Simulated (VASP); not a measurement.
# Si3N4 (P-43m) in VASP: a series of runs

Si3N4 is run at these levels: revPBE, r2SCAN; tasks: relaxation of cell and atoms.

Program: VASP 6.6.1. These are calculated values, not measurements. Logs are shortened: lines on timing, memory, paths and dates and some standing lists are left out, and cuts for length are marked.

### Step 1. The cell of the first run

It takes space group P-43m (No. 215, cubic). The conventional cell has a = 4.131 Å, b = 4.131 Å, c = 4.131 Å, α = 90.00°, β = 90.00°, γ = 90.00°. Si (site symmetry -42m) has 4 N at 1.77 Å within 2.3 Å. Within 2.3 Å of N (site symmetry 3m) lie 3 Si at 1.77 Å.

### Step 2. Relaxation of cell and atoms, revPBE

The input, INCAR:

```
PREC = Accurate
ENCUT = 600
EDIFF = 1E-7
ISMEAR = -1
SIGMA = 0.05
LREAL = F
LASPH = T
NELM = 80
ALGO = Normal
ISIF = 3
LWAVE = F
LCHARG = F
GGA = RE
IBRION = 2
NSW = 60
EDIFFG = -0.01
```

The input, KPOINTS:

```
regular mesh
0
Gamma
  7 7 7
```

The input, POSCAR:

```
Si3N4
1.0
    4.1307800000      0.0000000000      0.0000000000
    0.0000000000      4.1307800000      0.0000000000
    0.0000000000      0.0000000000      4.1307800000
Si N
3 4
Direct
    0.0000000000      0.0000000000      0.5000000000
    0.5000000000      0.0000000000      0.0000000000
    0.0000000000      0.5000000000      0.0000000000
    0.2395200000      0.2395200000      0.7604800000
    0.7604800000      0.7604800000      0.7604800000
    0.2395200000      0.7604800000      0.2395200000
    0.7604800000      0.2395200000      0.2395200000
```

Potentials or basis: VASP PAW PBE potentials, release 64 (Si, N).

Run with:

```
cat potpaw_PBE.64/Si/POTCAR potpaw_PBE.64/N/POTCAR > POTCAR
mpirun -np 1 vasp_std > vasp.out
```

OUTCAR:

```text
PREC = Accurate
   ENCUT = 600
   EDIFF = 1E-7
   ISMEAR = -1
   LREAL = F
   LASPH = T
   NELM = 80
   ISIF = 3
   GGA = RE
   IBRION = 2
   NSW = 60
   EDIFFG = -0.01

 ion  position               nearest neighbor table
   1  0.000  0.000  0.500-   4 1.77   5 1.77   6 1.77   7 1.77   2 2.92   3 2.92   2 2.92   3 2.92
                             3 2.92   3 2.92   2 2.92   2 2.92
   2  0.500  0.000  0.000-   4 1.77   5 1.77   6 1.77   7 1.77   1 2.92   3 2.92   1 2.92   3 2.92
                             1 2.92   3 2.92   1 2.92   3 2.92
   3  0.000  0.500  0.000-   4 1.77   5 1.77   6 1.77   7 1.77   1 2.92   2 2.92   1 2.92   1 2.92
                             2 2.92   1 2.92   2 2.92   2 2.92
   4  0.240  0.240  0.760-   1 1.77   2 1.77   3 1.77
   5  0.760  0.760  0.760-   1 1.77   2 1.77   3 1.77
   6  0.240  0.760  0.240-   1 1.77   2 1.77   3 1.77
   7  0.760  0.240  0.240-   1 1.77   2 1.77   3 1.77

  LATTYP: Found a simple cubic cell.
 ALAT       =     4.1307800000

  Lattice vectors:

 A1 = (   4.1307800000,   0.0000000000,   0.0000000000)
 A2 = (   0.0000000000,   4.1307800000,   0.0000000000)
 A3 = (   0.0000000000,   0.0000000000,   4.1307800000)

Analysis of symmetry for initial positions (statically):
=====================================================================
 Subroutine PRICEL returns:
 Original cell was already a primitive cell.

 Routine SETGRP: Setting up the symmetry group for a
 simple cubic supercell.

 Subroutine GETGRP returns: Found 24 space group operations
 (whereof 24 operations were pure point group operations)
 out of a pool of 48 trial point group operations.

The static configuration has the point symmetry T_d .

Analysis of symmetry for dynamics (positions and initial velocities):
=====================================================================
 Subroutine PRICEL returns:
 Original cell was already a primitive cell.

 Routine SETGRP: Setting up the symmetry group for a
 simple cubic supercell.

 Subroutine GETGRP returns: Found 24 space group operations
 (whereof 24 operations were pure point group operations)
 out of a pool of 48 trial point group operations.

The dynamic configuration has the point symmetry T_d .

 Subroutine INISYM returns: Found 24 space group operations
 (whereof 24 operations are pure point group operations),
 and found     1 'primitive' translations

----------------------------------------------------------------------------------------

                                     Primitive cell

  volume of cell :      70.4849

  direct lattice vectors                    reciprocal lattice vectors
     4.130780000  0.000000000  0.000000000     0.242085030  0.000000000  0.000000000
     0.000000000  4.130780000  0.000000000     0.000000000  0.242085030  0.000000000
     0.000000000  0.000000000  4.130780000     0.000000000  0.000000000  0.242085030

  length of vectors
     4.130780000  4.130780000  4.130780000     0.242085030  0.242085030  0.242085030

  position of ions in fractional coordinates (direct lattice)
     0.000000000  0.000000000  0.500000000
     0.500000000  0.000000000  0.000000000
     0.000000000  0.500000000  0.000000000
     0.239520000  0.239520000  0.760480000
     0.760480000  0.760480000  0.760480000
     0.239520000  0.760480000  0.239520000
     0.760480000  0.239520000  0.239520000

  ion indices of the primitive-cell ions
   primitive index   ion index
                 1           1
                 2           2
                 3           3
                 4           4
                 5           5
                 6           6
                 7           7

----------------------------------------------------------------------------------------

 KPOINTS: regular mesh

Automatic generation of k-mesh.
 Grid dimensions read from file:
 generate k-points for:    7    7    7

 Generating k-lattice:

  Cartesian coordinates                     Fractional coordinates (reciprocal lattice)
     0.034583576  0.000000000  0.000000000     0.142857143  0.000000000  0.000000000
     0.000000000  0.034583576  0.000000000     0.000000000  0.142857143  0.000000000
     0.000000000  0.000000000  0.034583576     0.000000000  0.000000000  0.142857143

  Length of vectors
     0.034583576  0.034583576  0.034583576

  Shift w.r.t. Gamma in fractional coordinates (k-lattice)
     0.000000000  0.000000000  0.000000000

 Subroutine IBZKPT returns following result:
 ===========================================

 Found     20 irreducible k-points:

 Following reciprocal coordinates:
            Coordinates               Weight
  0.000000  0.000000  0.000000      1.000000
  0.142857  0.000000  0.000000      6.000000
  0.285714  0.000000  0.000000      6.000000
  0.428571  0.000000  0.000000      6.000000
  0.142857  0.142857  0.000000     12.000000
  0.285714  0.142857  0.000000     24.000000
[... 12 lines left out ...]
  0.428571  0.428571  0.285714     24.000000
  0.428571  0.428571  0.428571      8.000000
   k-points           NKPTS =     20   k-points in BZ     NKDIM =     20   number of bands    NBANDS=     20
   number of dos      NEDOS =    301   number of ions     NIONS =      7
   total plane-waves  NPLWV =  46656
   dimension x,y,z NGX =    36 NGY =   36 NGZ =   36
   dimension x,y,z NGXF=    72 NGYF=   72 NGZF=   72
   ions per type =               3   4
   NGX,Y,Z   is equivalent  to a cutoff of  14.49, 14.49, 14.49 a.u.
   NGXF,Y,Z  is equivalent  to a cutoff of  28.98, 28.98, 28.98 a.u.
 SYSTEM =  unknown system
   PREC   = accura    normal or accurate (medium, high low for compatibility)
   ISTART =      0    job   : 0-new  1-cont  2-samecut
   ICHARG =      2    charge: 1-file 2-atom 10-const
   ISPIN  =      1    spin polarized calculation?
   LNONCOLLINEAR =      F non collinear calculations
   LSORBIT =      F    spin-orbit coupling
   LASPH  =      T    aspherical Exc in radial PAW
   ENCUT  =  600.0 eV  44.10 Ry    6.64 a.u.   8.25  8.25  8.25*2*pi/ulx,y,z
   NELM   =     80;   NELMIN=  2; NELMDL= -5     # of ELM steps
   EDIFF  = 0.1E-06   stopping-criterion for ELM
   LREAL  =      F    real-space projection
   EDIFFG = -.1E-01   stopping-criterion for IOM
   NSW    =     60    number of steps for IOM
   IBRION =      2    ionic relax: 0-MD 1-quasi-New 2-CG
   NFREE  =      1    steps in history (QN), initial steepest desc. (CG)
   ISIF   =      3    stress and relaxation
   ISYM   =      2    0-nonsym 1-usesym 2-fastsym
   POTIM  = 0.5000    time-step for ionic-motion
   TEBEG  =    0.0;   TEEND  =   0.0 temperature during run
   PSTRESS=    0.0 pullay stress
   NELECT =      32.0000    total number of electrons
   NUPDOWN=      -1.0000    fix difference up-down
   EMIN   =  10.00;   EMAX   =-10.00  energy-range for DOS
   EFERMI =   0.00;   METHOD = LEGACY
   ISMEAR =    -1;   SIGMA  =   0.05  broadening in eV -4-tet -1-fermi 0-gaus
   EFERMI_NEDOS =   21; number of points for ismear=-14 and -15
   IALGO  =     38    algorithm
   IMIX   =      4    mixing-type and parameters
     AMIX     =   0.40;   BMIX     =  1.00
     AMIX_MAG =   1.60;   BMIX_MAG =  1.00
  volume/ion in A,a.u.               =      10.07        67.95
  Fermi-wavevector in a.u.,A,eV,Ry     =   1.258228  2.377707 21.539904  1.583138
  Thomas-Fermi vector in A             =   2.391848
   LORBIT       =      0    0 simple, 1 ext, 2 COOP (PROOUT), +10 PAW based schemes
   GGA     = RE    functional components
   LHFCALC =     F    Hartree Fock is set to
   AEXX    =    0.0000 exact exchange contribution
   IVDW    =     0    specifies the selected vdW correction
   LEPSILON=     F    determine dielectric tensor
   LRPA    =     F    only Hartree local field effects (RPA)
 conjugate gradient relaxation of ions
 non-spin polarized calculation
  energy-cutoff  :      600.00
  volume of cell :       70.48
 maximum number of plane-waves:      2373
 NGX is ok and might be reduce to    36
   NGX = 17   NGY = 17   NGZ = 17

--------------------------------------- Ionic step        1  -------------------------------------------

 number of electron      31.9999999 magnetization

 Free energy of the ion-electron system (eV)
  ---------------------------------------------------
  ext. energy  EPLUGINS =         0.00000000
  ---------------------------------------------------
  free energy    TOTEN  =       -53.33024191 eV

  energy without entropy =      -53.33024191  energy(sigma->0) =      -53.33024191

------------------------ aborting loop because EDIFF is reached ----------------------------------------

  FORCE on cell =-STRESS in cart. coord.  units (eV):
  Direction    XX          YY          ZZ          XY          YZ          ZX
  --------------------------------------------------------------------------------------
  -------------------------------------------------------------------------------------
  Total        0.9931489      0.9931489      0.9931489     -0.0000000      0.0000000      0.0000000
  in kB       22.5750520     22.5750520     22.5750520     -0.0000000      0.0000000      0.0000000
  external PRESSURE =      22.5750520 kB  Pullay stress =       0.0000000 kB
[... 149 lines left out ...]
  energy  without entropy=      -53.3349484507  energy(sigma->0) =      -53.33494845

--------------------------------------- Ionic step        5  -------------------------------------------

 number of electron      32.0000000 magnetization

 Free energy of the ion-electron system (eV)
  ---------------------------------------------------
  ext. energy  EPLUGINS =         0.00000000
  ---------------------------------------------------
  free energy    TOTEN  =       -53.33496952 eV

  energy without entropy =      -53.33496952  energy(sigma->0) =      -53.33496952

 E-fermi :   7.8478     XC(G=0): -10.9968

 val. band max:        6.7838452082   @ k =   0.4286   0.4286   0.4286
 cond. band min:       9.5503927000   @ k =   0.0000   0.0000   0.0000
 fundamental gap:      2.7665474918
 Fermi energy:         7.8478286234

 k-point     1 :       0.0000    0.0000    0.0000
  band No.  band energies     occupation
      1     -11.1377      2.00000
      2      -7.3446      2.00000
      3      -7.3446      2.00000
      4      -7.3446      2.00000
      5      -1.7703      2.00000
      6      -1.7703      2.00000
[... 12 lines left out ...]
     19       9.5504      0.00000
[... 470 lines left out ...]
  FREE ENERGIE OF THE ION-ELECTRON SYSTEM (eV)
  ---------------------------------------------------
  free  energy   TOTEN  =       -53.3349695233 eV

  energy  without entropy=      -53.3349695232  energy(sigma->0) =      -53.33496952

 reached required accuracy - stopping structural energy minimisation
```

It took 42 s on 1 thread of Intel Xeon 6975P-C (Granite Rapids), shared host; peak memory 0.21 GiB.

What came out:

```yaml
Free_energy: -53.3350 eV
Relaxed_volume: 10.17 Å³/atom
Relaxed_cell: a = 4.144 Å, b = 4.144 Å, c = 4.144 Å, α = 90.00°, β = 90.00°, γ = 90.00°
Space_group_after_relaxing_to_0.05_Å: P-43m (No. 215)
Energy_gained_by_relaxing: 0.7 meV/atom
Ionic_steps: 5
Pressure_after_relaxing: 0.0 GPa
Band_gap_on_the_k_mesh: 2.77 eV, indirect (least direct gap 2.95 eV)
```

Step by step:
```
step  energy change (eV)  largest force (eV/Å)  pressure (GPa)  volume (Å³)
   1              0.0000                0.0582            2.26        70.48
   2              0.0031                0.1671           -2.70        71.94
   3             -0.0045                0.0412            0.05        71.11
   4             -0.0047                0.0129            0.02        71.16
   5             -0.0047                0.0001            0.00        71.19
```

Final structure:
```xyz
7
Lattice="4.1444 0.0000 0.0000 0.0000 4.1444 0.0000 0.0000 0.0000 4.1444" Properties=species:S:1:pos:R:3 pbc="T T T"
Si    0.0000    0.0000    2.0722
Si    2.0722    0.0000    0.0000
Si    0.0000    2.0722    0.0000
N     0.9919    0.9919    3.1525
N     3.1525    3.1525    3.1525
N     0.9919    3.1525    0.9919
N     3.1525    0.9919    0.9919
```

Caveat: the PAW data sets were made with another functional, which shifts forces and pressure a little. As with any semilocal functional, this revPBE gap is likely too small.

[end of part 1 of 2]
